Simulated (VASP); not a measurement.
# Rh (I4/mmm) in VASP: a series of runs

The runs below take Rh through single point, with LDA.

Everything below comes from runs of VASP 6.6.1. Logs are shortened: lines on timing, memory, paths and dates and some standing lists are left out, and cuts for length are marked.

### Step 1. The cell of the first run

Symmetry: I4/mmm, No. 139, tetragonal system. The conventional cell has a = 2.464 Å, b = 2.464 Å, c = 4.530 Å, α = 90.00°, β = 90.00°, γ = 90.00°. Rh (site symmetry 4/mmm) has 12 Rh at 2.46 to 2.86 Å within 3.3 Å.

### Step 2. Single point, LDA

INCAR reads:

```
  PREC = Accurate
  ENCUT = 520
  EDIFF = 1E-7
  ISMEAR = 0
  SIGMA = 0.15
  LREAL = F
  LASPH = T
  NELM = 60
  ALGO = Fast
  ISIF = 2
  LWAVE = F
  LCHARG = F
  GGA = CA
  NBANDS = 14
```

KPOINTS reads:

```
Automatic mesh
0
Gamma
  24 24 24
```

POSCAR reads:

```
Rh
1.0
    0.0000000000      1.7423148249      2.2650092724
    1.7423148249      0.0000000000      2.2650092724
    1.7423148249      1.7423148249      0.0000000000
Rh
1
Direct
    0.0000000000      0.0000000000      0.0000000000
```

Potentials or basis: VASP PAW LDA potentials, release 64 (Rh_pv).

Command:

```sh
> cat potpaw_LDA.64/Rh_pv/POTCAR > POTCAR
> mpirun -np 1 vasp_std > vasp.out
```

OUTCAR:

```text
PREC = Accurate
   ENCUT = 520
   EDIFF = 1E-7
   ISMEAR = 0
   LREAL = F
   LASPH = T
   NELM = 60
   ISIF = 2
   GGA = CA

 ion  position               nearest neighbor table
   1  0.000  0.000  0.000-

  LATTYP: Found a body centered tetragonal cell.
 ALAT       =     2.4640052553
 C/A-ratio  =     1.8384776311

  Lattice vectors:

 A1 = (  -1.7423148249,   0.0000000000,   2.2650092724)
 A2 = (   1.7423148249,   0.0000000000,   2.2650092724)
 A3 = (   0.0000000000,   1.7423148249,  -2.2650092724)

Analysis of symmetry for initial positions (statically):
=====================================================================
 Subroutine PRICEL returns:
 Original cell was already a primitive cell.

 Routine SETGRP: Setting up the symmetry group for a
 body centered tetragonal supercell.

 Subroutine GETGRP returns: Found 16 space group operations
 (whereof 16 operations were pure point group operations)
 out of a pool of 16 trial point group operations.

The static configuration has the point symmetry D_4h.

Analysis of symmetry for dynamics (positions and initial velocities):
=====================================================================
 Subroutine PRICEL returns:
 Original cell was already a primitive cell.

 Routine SETGRP: Setting up the symmetry group for a
 body centered tetragonal supercell.

 Subroutine GETGRP returns: Found 16 space group operations
 (whereof 16 operations were pure point group operations)
 out of a pool of 16 trial point group operations.

The dynamic configuration has the point symmetry D_4h.

 Subroutine INISYM returns: Found 16 space group operations
 (whereof 16 operations are pure point group operations),
 and found     1 'primitive' translations

----------------------------------------------------------------------------------------

                                     Primitive cell

  volume of cell :      13.7516

  direct lattice vectors                    reciprocal lattice vectors
     0.000000000  1.742314825  2.265009272    -0.286974543  0.286974543  0.220749648
     1.742314825  0.000000000  2.265009272     0.286974543 -0.286974543  0.220749648
     1.742314825  1.742314825  0.000000000     0.286974543  0.286974543 -0.220749648

  length of vectors
     2.857608782  2.857608782  2.464005255     0.461994787  0.461994787  0.461994787

  position of ions in fractional coordinates (direct lattice)
     0.000000000  0.000000000  0.000000000

  ion indices of the primitive-cell ions
   primitive index   ion index
                 1           1

[... 76 lines left out ...]
   NFREE  =      0    steps in history (QN), initial steepest desc. (CG)
   ISIF   =      2    stress and relaxation
   ISYM   =      2    0-nonsym 1-usesym 2-fastsym
   POTIM  = 0.5000    time-step for ionic-motion
   TEBEG  =    0.0;   TEEND  =   0.0 temperature during run
   PSTRESS=    0.0 pullay stress
   NELECT =      15.0000    total number of electrons
   NUPDOWN=      -1.0000    fix difference up-down
   EMIN   =  10.00;   EMAX   =-10.00  energy-range for DOS
   EFERMI =   0.00;   METHOD = LEGACY
   ISMEAR =     0;   SIGMA  =   0.15  broadening in eV -4-tet -1-fermi 0-gaus
   EFERMI_NEDOS =   21; number of points for ismear=-14 and -15
   IALGO  =     68    algorithm
   IMIX   =      4    mixing-type and parameters
     AMIX     =   0.40;   BMIX     =  1.00
     AMIX_MAG =   1.60;   BMIX_MAG =  1.00
  volume/ion in A,a.u.               =      13.75        92.80
  Fermi-wavevector in a.u.,A,eV,Ry     =   1.685211  3.184586 38.639656  2.839935
  Thomas-Fermi vector in A             =   2.768095
   LORBIT       =      0    0 simple, 1 ext, 2 COOP (PROOUT), +10 PAW based schemes
   GGA     = CA    functional components
   LHFCALC =     F    Hartree Fock is set to
   AEXX    =    0.0000 exact exchange contribution
   IVDW    =     0    specifies the selected vdW correction
   LEPSILON=     F    determine dielectric tensor
   LRPA    =     F    only Hartree local field effects (RPA)
 non-spin polarized calculation
 RMM-DIIS sequential band-by-band and
 Gauss-broadening in eV      SIGMA  =   0.15
  energy-cutoff  :      520.00
  volume of cell :       13.75
 maximum number of plane-waves:       397
 NGX is ok and might be reduce to    24

 number of electron      15.0000001 magnetization

 Free energy of the ion-electron system (eV)
  ---------------------------------------------------
  ext. energy  EPLUGINS =         0.00000000
  ---------------------------------------------------
  free energy    TOTEN  =        -8.23360069 eV

  energy without entropy =       -8.21456688  energy(sigma->0) =       -8.22408379

 E-fermi :  11.6825     XC(G=0): -14.3174

 val. band max:       11.6808285627   @ k =  -0.3750  -0.0000   0.2083
 cond. band min:      11.6828336653   @ k =  -0.3750   0.2500   0.2083
 fundamental gap:      0.0020051025
 Fermi energy:        11.6824952113

 k-point     1 :       0.0000    0.0000    0.0000
  band No.  band energies     occupation
      1     -34.4037      2.00000
      2     -34.3084      2.00000
      3     -34.3084      2.00000
      4       3.7222      2.00000
      5       6.6902      2.00000
      6       8.6200      2.00000
      7      10.0434      2.00000
      8      10.0434      2.00000
      9      12.3210      0.00000
     10      28.6946      0.00000
     11      28.7756      0.00000
     12      32.2748      0.00000
     13      35.5901      0.00000
     14      35.5901      0.00000
[... 377 lines left out ...]
      1     -35.2466      2.00000
      2     -34.5264      2.00000
      3     -34.2797      2.00000
      4       5.6915      2.00000
      5       7.3035      2.00000
      6       9.9826      2.00000
      7      11.7512      0.51691
      8      11.9693      0.00684
      9      12.6605      0.00000
     10      21.4856      0.00000
     11      25.7719      0.00000
     12      32.2764      0.00000
     13      33.2681      0.00000
     14      35.8382      0.00000

 [... further k-points ...]
[... 5 lines left out ...]
  --------------------------------------------------------------------------------------
  -------------------------------------------------------------------------------------
  Total        1.6986214      1.6986214     -2.7861268      0.0000000      0.0000000      0.0000000
  in kB      197.9037072    197.9037072   -324.6072486      0.0000000      0.0000000      0.0000000
  external PRESSURE =      23.7333886 kB  Pullay stress =       0.0000000 kB

 VOLUME and BASIS-vectors are now :
 -----------------------------------------------------------------------------
  energy-cutoff  :      520.00
  volume of cell :       13.75
      direct lattice vectors                 reciprocal lattice vectors
     0.000000000  1.742314825  2.265009272    -0.286974543  0.286974543  0.220749648
     1.742314825  0.000000000  2.265009272     0.286974543 -0.286974543  0.220749648
     1.742314825  1.742314825  0.000000000     0.286974543  0.286974543 -0.220749648

 POSITION                                       TOTAL-FORCE (eV/Angst)
 -----------------------------------------------------------------------------------
      0.00000      0.00000      0.00000         0.000000     -0.000000      0.000000
 -----------------------------------------------------------------------------------
    total drift:                                0.000000     -0.000000     -0.000000

  FREE ENERGIE OF THE ION-ELECTRON SYSTEM (eV)
  ---------------------------------------------------
  free  energy   TOTEN  =        -8.2336006935 eV

  energy  without entropy=       -8.2145668811  energy(sigma->0) =       -8.22408379
```

It took 2.5 min on 1 thread of Intel Xeon Platinum 8259CL at 2.50GHz (Skylake/Cascade Lake), shared host; peak memory 0.29 GiB.

Results:

```yaml
Free_energy: -8.2336 eV
Pressure: 2.4 GPa
```

Levels at points of the mesh, in eV from the Fermi level:
```
           k point  band 4  band 5  band 6  band 7  band 8  band 9  band 10  band 11
(0.00, 0.00, 0.00)   -7.96   -4.99   -3.06   -1.64   -1.64    0.64    17.01    17.09
(0.50, 0.00, 0.00)   -6.07   -4.35   -1.82    0.30    0.91    0.95     9.15    13.95
(0.50, 0.50, 0.00)   -6.27   -6.14    0.22    0.87    0.87    1.08     7.80    16.75
(0.50, 0.00, 0.50)   -6.53   -5.53   -0.58    0.16    2.59    5.34    11.25    13.46
```

### Step 3. Single point, LDA

This run uses another cell than the first one, of the same volume but with other edges.

INCAR reads:

```
PREC = Accurate ; ENCUT = 520
EDIFF = 1E-6 ; ISMEAR = 0
SIGMA = 0.15 ; LREAL = F
LASPH = T ; NELM = 80
ALGO = Fast ; ISIF = 2
LWAVE = F ; LCHARG = T
LELF = T ; LVHAR = T
NBANDS = 14
```

KPOINTS reads:

```
regular mesh
0
Gamma
  24 24 24
```

POSCAR reads:

```
Rh
1.0
    0.0000000000      1.9551427579      1.7987313373
    1.9551427579      0.0000000000      1.7987313373
    1.9551427579      1.9551427579      0.0000000000
Rh
1
Direct
    0.0000000000      0.0000000000      0.0000000000
```

Potentials or basis: VASP PAW LDA potentials, release 64 (Rh_pv).

Command:

```sh
> cat potpaw_LDA.64/Rh_pv/POTCAR > POTCAR
> mpirun -np 1 vasp_std > vasp.out
```

Wall time 2.4 min (1 thread of Intel Xeon Platinum 8259CL at 2.50GHz (Skylake/Cascade Lake), shared host); peak memory 0.28 GiB.

Results (log left out):

```
Free energy : -8.6287 eV
Pressure    : -9.3 GPa
```

Stress tensor (GPa, compression positive):
```
-15.47   0.00   0.00
  0.00 -15.47   0.00
  0.00   0.00   2.92
```

Levels at points of the mesh, in eV from the Fermi level:
```csv
k point,band 4,band 5,band 6,band 7,band 8,band 9,band 10,band 11
"(0.00, 0.00, 0.00)",-8.01,-3.33,-3.33,-2.49,-1.53,-0.50,16.09,20.38
"(0.50, 0.00, 0.00)",-6.15,-3.62,-2.64,0.35,0.73,0.84,8.65,15.36
"(0.50, 0.50, 0.00)",-6.32,-6.03,0.56,1.05,1.05,4.47,12.22,12.22
"(0.50, 0.00, 0.50)",-6.31,-5.88,0.53,0.61,1.31,2.65,11.48,13.33
```

### Step 4. Single point, LDA

This run uses another cell than the first one, of the same volume but with other edges.

INCAR reads:

```
PREC = Accurate
ENCUT = 520
EDIFF = 1E-7
ISMEAR = 0
SIGMA = 0.15
LREAL = F
LASPH = T
NELM = 60
ALGO = Fast
ISIF = 2
LWAVE = F
LCHARG = F
GGA = CA
NBANDS = 14
```

KPOINTS reads:

```
Automatic mesh
0
Gamma
  24 24 24
```

POSCAR reads:

```
Rh
1.0
    0.0000000000      1.8420872121      2.0262959333
    1.8420872121      0.0000000000      2.0262959333
    1.8420872121      1.8420872121      0.0000000000
Rh
1
Direct
    0.0000000000      0.0000000000      0.0000000000
```

Command:

```sh
> cat potpaw_LDA.64/Rh_pv/POTCAR > POTCAR
> mpirun -np 1 vasp_std > vasp.out
```

It took 2.6 min on 1 thread of Intel Xeon Platinum 8259CL at 2.50GHz (Skylake/Cascade Lake), shared host; peak memory 0.28 GiB.

The run converged. Its results:

| Property | Result |
| --- | --- |
| Free energy | -8.6090 eV |
| Pressure | -8.8 GPa |

Stress tensor (GPa, compression positive):
```
 -0.79   0.00   0.00
  0.00  -0.79   0.00
  0.00   0.00 -24.90
```

Levels at points of the mesh, in eV from the Fermi level:
| k point | band 4 | band 5 | band 6 | band 7 | band 8 | band 9 | band 10 | band 11 |
| --- | --- | --- | --- | --- | --- | --- | --- | --- |
| (0.00, 0.00, 0.00) | -8.01 | -3.79 | -2.68 | -2.68 | -1.68 | -0.36 | 16.12 | 19.60 |
| (0.50, 0.00, 0.00) | -6.15 | -3.66 | -2.62 | 0.37 | 0.73 | 0.81 | 8.66 | 15.26 |
| (0.50, 0.50, 0.00) | -6.30 | -5.96 | 0.68 | 0.94 | 0.94 | 1.95 | 10.52 | 14.42 |
| (0.50, 0.00, 0.50) | -6.34 | -5.92 | 0.47 | 0.51 | 1.51 | 3.92 | 12.26 | 13.16 |

### Step 5. Single point, LDA

This run uses another cell than the first one, of the same volume but with other edges.

INCAR reads:

```
PREC     = Accurate       # precision mode
ENCUT    = 520            # plane-wave cutoff, eV
EDIFF    = 1E-6           # SCF threshold, eV
ISMEAR   = 0              # smearing method
SIGMA    = 0.15           # smearing width, eV
LREAL    = F              # projectors in reciprocal space
LASPH    = T              # aspherical terms in the spheres
NELM     = 100            # most SCF steps
ALGO     = Fast           # electronic algorithm
ISIF     = 2              # what is computed and relaxed
LWAVE    = F              # write WAVECAR
LCHARG   = F              # write CHGCAR
NBANDS   = 14             # bands
```

KPOINTS is that of step 4.

POSCAR reads:

```
Rh
1.0
    0.0000000000      2.1951791235      1.4268664303
    2.1951791235      0.0000000000      1.4268664303
    2.1951791235      2.1951791235      0.0000000000
Rh
1
Direct
    0.0000000000      0.0000000000      0.0000000000
```

Command:

```sh
> cat potpaw_LDA.64/Rh_pv/POTCAR > POTCAR
> mpirun -np 1 vasp_std > vasp.out
```

Wall time 2.9 min (1 thread of Intel Xeon Platinum 8259CL at 2.50GHz (Skylake/Cascade Lake), shared host); peak memory 0.28 GiB.

The run converged. Its results:

- Free energy: -8.3507 eV
- Pressure: -3.6 GPa

Stress tensor (GPa, compression positive):
```
  2.90   0.00   0.00
  0.00   2.90   0.00
  0.00   0.00 -16.70
```

Levels at points of the mesh, in eV from the Fermi level:
| k point | band 5 | band 6 | band 7 | band 8 | band 9 | band 10 |
| --- | --- | --- | --- | --- | --- | --- |
| (0.00, 0.00, 0.00) | -3.47 | -2.72 | -2.72 | -1.14 | 0.03 | 17.88 |
| (0.50, 0.00, 0.00) | -4.83 | -0.50 | 0.29 | 1.52 | 1.65 | 9.85 |
| (0.50, 0.50, 0.00) | -6.00 | 1.02 | 1.02 | 1.33 | 8.60 | 8.60 |
| (0.50, 0.00, 0.50) | -3.98 | -1.25 | -0.30 | 0.88 | 1.51 | 8.88 |

### Step 6. Overview

```tsv
cell	further INCAR settings	gap on the mesh (eV)	pressure (GPa)
a = 2.858, b = 2.858, c = 2.464 Å, angles 64.5, 64.5, 51.1°, 1 atom	ALGO = Fast; EDIFF = 1e-07; NBANDS = 14	none	2.4
a = 2.657, b = 2.657, c = 2.765 Å, angles 58.6, 58.6, 62.7°, 1 atom	ALGO = Fast; EDIFF = 1e-06; NBANDS = 14	none	-9.3
a = 2.738, b = 2.738, c = 2.605 Å, angles 61.6, 61.6, 56.8°, 1 atom	ALGO = Fast; EDIFF = 1e-07; NBANDS = 14	none	-8.8
a = 2.618, b = 2.618, c = 3.104 Å, angles 53.6, 53.6, 72.7°, 1 atom	ALGO = Fast; EDIFF = 1e-06; NBANDS = 14	none	-3.6
```

Alike in all rows: task single point; level LDA; potentials or basis VASP PAW LDA potentials, release 64 (Rh_pv); no spin polarisation; k mesh 24 × 24 × 24; cutoff (eV) 520; smearing gaussian 0.15 eV.

Absolute energies hang on the potentials; compare differences alone.
